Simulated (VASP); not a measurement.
Write the native input for VASP 6.6.1 that does the following.

- Task: single point
- Functional: PBE
- Potentials or basis: VASP PAW PBE potentials, release 64 (Si, As)
- Cutoff: 520 eV
- k mesh: 6 × 6 × 14
- Occupations: gaussian, width 0.1 eV
- Spin: no spin polarisation
- Dipole correction: no
- Further INCAR settings: ALGO = Normal; EDIFF = 1e-07; NBANDS = 22

The structure of Si2As lies in POSCAR:

```
Si2As
1.0
    6.6506119741      0.0000000000      0.0000000000
    0.0000000000      6.6506119741      0.0000000000
    0.0000000000      0.0000000000      2.5387791210
Si As
4 2
Direct
    0.8720078907      0.6279921093      0.0000000000
    0.1279921093      0.3720078907      0.0000000000
    0.6279921093      0.1279921093      0.0000000000
    0.3720078907      0.8720078907      0.0000000000
    0.5000000000      0.5000000000      0.0000000000
    0.0000000000      0.0000000000      0.0000000000
```

The input as run:

INCAR

```
SYSTEM = Si2As
PREC = Accurate
ENCUT = 520
EDIFF = 1E-7
ISMEAR = 0
SIGMA = 0.1
LREAL = .FALSE.
LASPH = .TRUE.
NELM = 60
ALGO = Normal
ISIF = 2
LWAVE = .FALSE.
LCHARG = .FALSE.
GGA = PE
NBANDS = 22
```

KPOINTS

```
Automatic mesh
0
G
  6 6 14
  0 0 0
```

Potentials or basis: VASP PAW PBE potentials, release 64 (Si, As).

Run with:

```sh
$ cat potpaw_PBE.64/Si/POTCAR potpaw_PBE.64/As/POTCAR > POTCAR
$ mpirun -np 1 vasp_std > vasp.out
```

It gave:

The pressure is 0.1 GPa and the largest force is 0.009 eV/Å. The band gap on the k mesh is zero (band 13 reaches 8.39 eV, above the bottom of band 14 at 4.37 eV).

Run time: 3.9 min on 1 thread of Intel Xeon 8259CL (shared host), peak memory 0.32 GiB.
